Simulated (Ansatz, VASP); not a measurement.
**Two plane-wave programs on Te2Mo**

The input POSCAR:

```
Te2Mo
1.0
    3.5421321080      0.0000000000      0.0000000000
   -1.7710660540      3.0675763891      0.0000000000
    0.0000000000      0.0000000000     14.1766477339
Mo Te
2 4
Direct
    0.3333333333      0.6666666667      0.2500000000
    0.6666666667      0.3333333333      0.7500000000
    0.6666666667      0.3333333333      0.3765847517
    0.6666666667      0.3333333333      0.1234152483
    0.3333333333      0.6666666667      0.8765847517
    0.3333333333      0.6666666667      0.6234152483
```

Contents of INCAR.step1:

```
PREC = Accurate ; ENCUT = 520
ISMEAR = 0 ; SIGMA = 0.01
LREAL = False ; LASPH = True
NELM = 100 ; NBANDS = 35
GGA = PE ; ALGO = Normal
EDIFF = 1E-4 ; LWAVE = True
LCHARG = False
```

Contents of INCAR.step2:

```
PREC = Accurate ; ENCUT = 520
EDIFF = 1E-7 ; ISMEAR = 0
SIGMA = 0.01 ; LREAL = False
LASPH = True ; NELM = 100
ALGO = Normal ; ISIF = 2
LWAVE = False ; LCHARG = True
METAGGA = R2SCAN ; LMIXTAU = True
LELF = True ; LVHAR = True
NBANDS = 35 ; ISTART = 1
```

Contents of KPOINTS:

```
Automatic mesh
0
Gamma
  12 12 2
```

Input for Ansatz:

```yaml
crystal:
  lattice:
    - [3.542132108, 0.0, 0.0]
    - [-1.771066054, 3.0675763891, 0.0]
    - [0.0, 0.0, 14.1766477339]
  atoms:
    - { symbol: Mo, position: [0.3333333333, 0.6666666667, 0.25] }
    - { symbol: Mo, position: [0.6666666667, 0.3333333333, 0.75] }
    - { symbol: Te, position: [0.6666666667, 0.3333333333, 0.3765847517] }
    - { symbol: Te, position: [0.6666666667, 0.3333333333, 0.1234152483] }
    - { symbol: Te, position: [0.3333333333, 0.6666666667, 0.8765847517] }
    - { symbol: Te, position: [0.3333333333, 0.6666666667, 0.6234152483] }
kpoints:
  mp_grid: { grid: [12, 12, 2] }
  band_path:
    path:
      - [0.0, 0.0, 0.0]
      - [0.5, 0.0, 0.0]
      - [0.3333333333, 0.3333333333, 0.0]
      - [0.0, 0.0, 0.5]
      - [0.5, 0.0, 0.5]
      - [0.3333333333, 0.3333333333, 0.5]
      - [0.195312, 0.197917, 0.0]
    npoints: 1
hamiltonian:
  xc: r2scan
scf:
  occupations: { method: fixed }
  n_extra_bands: 5
output:
  forces: true
  stress: true
  eigenvalues: true
```

Alike in both runs: task single point; functional r2SCAN; k mesh 12 × 12 × 2; no spin polarisation.

|  | VASP | Ansatz |
| --- | --- | --- |
| version | VASP 6.6.1 | Ansatz 0.2.0 |
| potentials or method | VASP PAW PBE potentials, release 64 (Mo_sv, Te) | plane waves, PAW |
| plane-wave cutoff (eV) | 520 | 500 |
| occupations | gaussian, width 0.01 eV | fixed |
| valence electrons in the cell | 52 | 92 |

|  | VASP | Ansatz | Ansatz less VASP |
| --- | --- | --- | --- |
| gap on the k mesh at the Fermi level (eV) | 0.93 | 0.93 | +0.006 |
| pressure (GPa) | 1.3 | 1.2 | -0.11 |
| traceless stress, the component that is largest in VASP (GPa) | -0.01 | -0.07 | -0.058 |
| rms of the force components (eV/Å) | 0.004 | 0.016 | +0.0121 |

VASP's potentials were made for PBE, not for r2SCAN. Atom by atom the forces differ by 0.012 eV/Å (rms over components). VASP's potentials hold 52 valence electrons a cell and Ansatz's 92, so a difference there can come from the potentials and not from the codes.

Neither program's run includes spin-orbit coupling.
